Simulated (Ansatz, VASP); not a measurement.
# Cu4O: VASP beside Ansatz

```
CELL_PARAMETERS angstrom
4.97787 0.00000 0.00000
-2.48893 4.31096 0.00000
0.00000 0.00000 3.55991
ATOMIC_POSITIONS crystal
Cu 0.00000 0.00000 0.00000
Cu 0.50000 0.00000 0.00000
Cu 0.00000 0.50000 0.00000
Cu 0.50000 0.50000 0.00000
O 0.00000 0.00000 0.50000
```

Alike in both runs: functional PBE; k mesh 6 × 6 × 6; occupations gaussian, width 0.1 eV; no spin polarisation.

Ansatz relaxed the structure, and its values are those at the end. VASP's run is a single point on that final structure, the one shown.

```csv
,VASP,Ansatz
version,VASP 6.6.1,Ansatz 0.2.0
potentials or method,"VASP PAW PBE potentials, release 64 (Cu_sv_GW, O), cutoff 700 eV","scalar-relativistic, plane waves, PAW"
valence electrons in the cell,82,82
```

Ansatz gave:

```
gap on the k mesh at the Fermi level (eV) : none
pressure (GPa)                            : 0.1
```

Problem. What did VASP give for the same quantities?

Solution. gap on the k mesh at the Fermi level (eV): none; pressure (GPa): -2.9.

A gap of «none» marks a metal or a gap that the smearing closes. With one functional, cell and mesh, what is left measures potentials, basis and numerics.
